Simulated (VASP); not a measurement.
# AlO2 (P4/mmm) in VASP: further runs, part 2 of 2

VASP 6.6.1.

### 5 Single point, PBE, collinear spin, ferromagnetic start

The input, INCAR:

```
PREC     = Accurate       # precision mode
ENCUT    = 520            # plane-wave cutoff, eV
EDIFF    = 1E-7           # SCF threshold, eV
ISMEAR   = 0              # smearing method
SIGMA    = 0.1            # smearing width, eV
LREAL    = F              # projectors in reciprocal space
LASPH    = T              # aspherical terms in the spheres
NELM     = 150            # most SCF steps
ALGO     = Normal         # electronic algorithm
ISIF     = 2              # what is computed and relaxed
LWAVE    = F              # write WAVECAR
LCHARG   = T              # write CHGCAR
ISPIN    = 2              # spin polarisation
MAGMOM   = 0 0.48 0.48    # initial moments
LORBIT   = 11             # projections on sites
GGA      = PE             # functional
LELF     = T              # ELF
LVHAR    = T            
NBANDS   = 18             # bands
```

The input, KPOINTS:

```
Automatic mesh
0
Gamma
  16 16 12
```

The input, POSCAR:

```
AlO2
1.0
    2.7422590880      0.0000000000      0.0000000000
    0.0000000000      2.7422590880      0.0000000000
    0.0000000000      0.0000000000      3.7017595395
Al O
1 2
Direct
    0.0000000000      0.0000000000      0.5000000000
    0.0000000000      0.0000000000      0.0000000000
    0.5000000000      0.5000000000      0.5000000000
```

The run is started by

```console
$ cat potpaw_PBE.64/Al/POTCAR potpaw_PBE.64/O/POTCAR > POTCAR
$ mpirun -np 1 vasp_std > vasp.out
```

Wall time 3.1 min (1 thread of AMD EPYC 7R13 (Zen 3), shared host); peak memory 0.28 GiB.

The run converged. Its results:

| Property | Result |
| --- | --- |
| Free energy | -19.6379 eV |
| Pressure | -0.2 GPa |
| Band gap on the k mesh | zero (filled and empty bands overlap) |
| Net moment | 1.00 μB per cell |
| Site moments | Al -0.01; O +0.70, +0.16 μB |
| Valence electrons inside the program's atomic spheres | Al 0.69; O 4.94, 5.12 |

Levels at points of the mesh, in eV from the Fermi level:
Spin up:
| k point | band 5 | band 6 | band 7 | band 8 | band 9 | band 10 | band 11 | band 12 |
| --- | --- | --- | --- | --- | --- | --- | --- | --- |
| (0.00, 0.00, 0.00) | -3.25 | -0.78 | -0.78 | -0.70 | 5.30 | 9.22 | 11.56 | 16.18 |
| (0.50, 0.00, 0.00) | -3.61 | -2.61 | -2.37 | -1.11 | 9.43 | 11.19 | 14.49 | 14.50 |
| (0.50, 0.50, 0.00) | -3.70 | -2.11 | -2.11 | -1.56 | 7.27 | 11.31 | 11.31 | 12.98 |
| (0.00, 0.00, 0.50) | -2.84 | -2.81 | -1.35 | -1.35 | 7.81 | 9.81 | 11.66 | 16.12 |
| (0.50, 0.00, 0.50) | -2.58 | -2.55 | -1.09 | -0.48 | 7.95 | 10.52 | 13.44 | 14.26 |
| (0.50, 0.50, 0.50) | -4.54 | -3.37 | -3.37 | -1.95 | 10.08 | 13.45 | 13.45 | 14.03 |
Spin down:
```
           k point  band 3  band 4  band 5  band 6  band 7  band 8  band 9  band 10  band 11  band 12
(0.00, 0.00, 0.00)   -5.60   -2.95   -2.95   -0.12    0.77    0.77    5.51     9.19    11.74    16.48
(0.50, 0.00, 0.00)   -6.50   -3.80   -2.46   -2.29   -1.90    0.60    9.69    11.40    14.66    14.67
(0.50, 0.50, 0.00)   -6.45   -6.45   -3.20   -1.03   -0.76   -0.76    7.39    11.32    11.32    13.15
(0.00, 0.00, 0.50)   -4.40   -2.70   -2.70   -2.30    0.33    0.33    8.03     9.76    12.12    16.21
(0.50, 0.00, 0.50)   -8.11   -4.39   -2.43   -2.11    0.60    0.65    7.99    10.76    13.62    14.27
(0.50, 0.50, 0.50)   -5.94   -5.94   -4.11   -1.99   -1.99   -1.45   10.23    13.53    13.53    14.55
```

### 6 Relaxation of cell and atoms, PBE, collinear spin, ferromagnetic start

The input, INCAR:

```
  PREC = Accurate
  ENCUT = 600
  EDIFF = 1E-6
  ISMEAR = 0
  SIGMA = 0.1
  LREAL = False
  LASPH = True
  NELM = 150
  ALGO = Fast
  ISIF = 3
  LWAVE = False
  LCHARG = False
  ISPIN = 2
  MAGMOM = 0 0.48 0.48
  LORBIT = 11
  GGA = PE
  IBRION = 2
  NSW = 100
  EDIFFG = -0.01
```

The input, KPOINTS:

```
regular mesh
0
Gamma
  16 16 12
```

The input, POSCAR:

```
AlO2
1.0
    2.7480923293      0.0000000000      0.0000000000
    0.0000000000      2.7480923293      0.0000000000
    0.0000000000      0.0000000000      3.6883893891
Al O
1 2
Direct
    0.0000000000      0.0000000000      0.5000000000
    0.0000000000      0.0000000000      0.0000000000
    0.5000000000      0.5000000000      0.5000000000
```

Potentials or basis: VASP PAW PBE potentials, release 64 (Al, O).

The run is started by

```console
$ cat potpaw_PBE.64/Al/POTCAR potpaw_PBE.64/O/POTCAR > POTCAR
$ mpirun -np 1 vasp_std > vasp.out
```

OUTCAR:

```text
PREC = Accurate
   ENCUT = 600
   EDIFF = 1E-6
   ISMEAR = 0
   LREAL = False
   LASPH = True
   NELM = 150
   ISIF = 3
   ISPIN = 2
   LORBIT = 11
   GGA = PE
   IBRION = 2
   NSW = 100
   EDIFFG = -0.01

 ion  position               nearest neighbor table
   1  0.000  0.000  0.500-   2 1.84   2 1.84   3 1.94   3 1.94   3 1.94   3 1.94
   2  0.000  0.000  0.000-   1 1.84   1 1.84
   3  0.500  0.500  0.500-   1 1.94   1 1.94   1 1.94   1 1.94

  LATTYP: Found a simple tetragonal cell.
 ALAT       =     2.7480923293
 C/A-ratio  =     1.3421635619

  Lattice vectors:

 A1 = (   2.7480923293,   0.0000000000,   0.0000000000)
 A2 = (   0.0000000000,   2.7480923293,   0.0000000000)
 A3 = (   0.0000000000,   0.0000000000,   3.6883893891)

Analysis of symmetry for initial positions (statically):
[... 683 lines left out ...]
      1     -13.2119      1.00000
      2     -12.8914      1.00000
      3      -1.7946      1.00000
      4       0.6556      1.00000
      5       0.7242      1.00000
      6       2.2711      1.00000
      7       2.5780      1.00000
      8       3.5084      1.00000
      9      15.1006      0.00000
     10      15.4980      0.00000
     11      18.8308      0.00000

 [... further k-points ...]

 spin component 2

 k-point     1 :       0.0000    0.0000    0.0000
  band No.  band energies     occupation
      1     -14.6345      1.00000
      2     -11.2360      1.00000
      3      -0.7723      1.00000
      4       1.8956      1.00000
      5       1.8956      1.00000
      6       4.7294      0.95009
      7       5.6244      0.00000
      8       5.6244      0.00000
      9      10.4047      0.00000
     10      14.0494      0.00000
     11      16.5997      0.00000
[... 352 lines left out ...]
  FREE ENERGIE OF THE ION-ELECTRON SYSTEM (eV)
  ---------------------------------------------------
  free  energy   TOTEN  =       -19.6427080581 eV

  energy  without entropy=      -19.6376564413  energy(sigma->0) =      -19.64018225

 reached required accuracy - stopping structural energy minimisation

 total charge

# of ion       s       p       d       tot
------------------------------------------
    1        0.299   0.390   0.000   0.690
    2        1.578   3.361   0.000   4.939
    3        1.548   3.575   0.000   5.123
--------------------------------------------------
tot          3.425   7.326   0.000  10.751

 magnetization (x)

# of ion       s       p       d       tot
------------------------------------------
    1       -0.005  -0.006   0.000  -0.011
    2        0.010   0.691   0.000   0.701
    3        0.002   0.159   0.000   0.161
--------------------------------------------------
tot          0.007   0.843   0.000   0.851
```

OSZICAR:

```text
N       E                     dE             d eps       ncg     rms          rms(c)
DAV:   1     0.573081368295E+02    0.57308E+02   -0.81905E+03 13876   0.137E+03
DAV:   2    -0.183333639595E+02   -0.75642E+02   -0.72207E+02 18992   0.251E+02
[... 36 lines left out ...]
   4 F= -.19642688E+02 E0= -.19640166E+02  d E =-.907539E-05  mag=     1.0000
       N       E                     dE             d eps       ncg     rms          rms(c)
DAV:   1    -0.196427980912E+02   -0.10946E-03   -0.30434E-03 15945   0.607E-01    0.709E-02
RMM:   2    -0.196427121521E+02    0.85939E-04   -0.23680E-04 13860   0.138E-01    0.304E-02
RMM:   3    -0.196427089181E+02    0.32340E-05   -0.32333E-05 13843   0.541E-02    0.121E-02
RMM:   4    -0.196427080581E+02    0.85997E-06   -0.53373E-06 11820   0.229E-02
   5 F= -.19642708E+02 E0= -.19640182E+02  d E =-.293152E-04  mag=     1.0000
```

CONTCAR:

```text
AlO2
   1.00000000000000
     2.7390406815906752    0.0000000000000000    0.0000000000000000
    -0.0000000000000000    2.7390406815906752    0.0000000000000000
    -0.0000000000000000    0.0000000000000000    3.6995996105014131
  Al              O
     1     2
Direct
     0.0000000000000000    0.0000000000000000    0.5000000000000000
     0.0000000000000000    0.0000000000000000    0.0000000000000000
     0.5000000000000000    0.5000000000000000    0.5000000000000000

  0.00000000E+00  0.00000000E+00  0.00000000E+00
  0.00000000E+00  0.00000000E+00  0.00000000E+00
  0.00000000E+00  0.00000000E+00  0.00000000E+00
```

Run time: 14 min. Hardware: 1 thread of Oxide Virtual Turin-like, shared host; peak memory 0.27 GiB.

Results:

```yaml
Free_energy: -19.6427 eV
Relaxed_volume: 9.25 Å³/atom
Relaxed_cell: a = 2.739 Å, b = 2.739 Å, c = 3.700 Å, α = 90.00°, β = 90.00°, γ = 90.00°
Space_group_after_relaxing_to_0.1_Å: P4/mmm (No. 123)
Energy_gained_by_relaxing: 0.3 meV/atom
Ionic_steps: 5
Pressure_after_relaxing: 0.0 GPa
Band_gap_on_the_k_mesh: zero (filled and empty bands overlap)
Net_moment: 1.00 μB per cell
Site_moments: Al -0.01; O +0.70, +0.16 μB
Valence_electrons_inside_the_program's_atomic_spheres: Al 0.69; O 4.94, 5.12
```

The path:
| step | energy change (eV) | largest force (eV/Å) | pressure (GPa) | volume (Å³) |
| --- | --- | --- | --- | --- |
| 1 | 0.0000 | 0.0000 | -0.48 | 27.85 |
| 2 | -0.0008 | 0.0000 | 0.14 | 27.74 |
| 3 | -0.0008 | 0.0000 | 0.26 | 27.73 |
| 4 | -0.0008 | 0.0000 | -0.13 | 27.78 |
| 5 | -0.0008 | 0.0000 | 0.05 | 27.76 |

Final structure:
```xyz
3
Lattice="2.7390 0.0000 0.0000 0.0000 2.7390 0.0000 0.0000 0.0000 3.6996" Properties=species:S:1:pos:R:3 pbc="T T T"
Al    0.0000    0.0000    1.8498
O     0.0000    0.0000    0.0000
O     1.3695    1.3695    1.8498
```

### 7 Overview

```tsv
task	cell	k mesh	cutoff (eV)	gap on the mesh (eV)	pressure (GPa)	moment (μB)	relaxed volume (Å³/atom)
single point	a = 2.739, b = 2.739, c = 3.711 Å, 3 atoms	6 × 6 × 4	520	none	-0.1	1.00	-
single point	a = 2.748, b = 2.748, c = 3.688 Å, 3 atoms	6 × 6 × 6	520	none	-0.2	1.00	-
relaxation of cell and atoms	relaxed from a = 2.739, b = 2.739, c = 3.711 Å, 3 atoms	6 × 6 × 6	600	none	0.5	1.00	9.23
single point	a = 2.742, b = 2.742, c = 3.702 Å, 3 atoms	16 × 16 × 12	520	none	-0.2	1.00	-
relaxation of cell and atoms	relaxed from a = 2.748, b = 2.748, c = 3.688 Å, 3 atoms	16 × 16 × 12	600	none	0.0	1.00	9.25
```

Alike in all rows: level PBE; potentials or basis VASP PAW PBE potentials, release 64 (Al, O); spin collinear, ferromagnetic start; smearing gaussian 0.1 eV.

Caveats: some runs use coarse meshes.

Total energies depend on the potentials used, so only differences within one code and one set of settings carry meaning.
